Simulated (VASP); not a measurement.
Write the native input for VASP 6.6.1 that does the following.

- Task: single point
- Functional: PBE
- Potentials or basis: VASP PAW PBE potentials, release 64 (Ag, Cl)
- Cutoff: 520 eV
- k mesh: 9 × 9 × 9
- Occupations: fermi-dirac, width 0.02 eV
- Spin: no spin polarisation
- Dipole correction: no
- Further INCAR settings: ALGO = Normal; EDIFF = 1e-07; NBANDS = 16

The structure of AgCl (Chlorargyrite) lies in POSCAR:

```
AgCl
1.0
    0.0000000000      2.8053350663      2.8053350663
    2.8053350663      0.0000000000      2.8053350663
    2.8053350663      2.8053350663      0.0000000000
Ag Cl
1 1
Direct
    0.0000000000      0.0000000000      0.0000000000
    0.5000000000      0.5000000000      0.5000000000
```

The input as run:

INCAR

```
ALGO = Normal ; EDIFF = 1E-7
ENCUT = 520 ; GGA = PE
ISIF = 2 ; ISMEAR = -1
LASPH = True ; LCHARG = False
LREAL = False ; LWAVE = False
NBANDS = 16 ; NELM = 80
PREC = Accurate ; SIGMA = 0.02
```

KPOINTS

```
k-points
0
Gamma
  9 9 9
```

Potentials or basis: VASP PAW PBE potentials, release 64 (Ag, Cl).

Launch:

```bash
$ cat potpaw_PBE.64/Ag/POTCAR potpaw_PBE.64/Cl/POTCAR > POTCAR
$ mpirun -np 1 vasp_std > vasp.out
```

Results of the run:

```
Pressure               : -0.1 GPa
Band gap on the k mesh : 0.96 eV, indirect (least direct gap 3.03 eV)
```

Wall time 28 s on 1 thread of Oxide Virtual Turin-like Processor (shared host), peak memory 0.14 GiB.
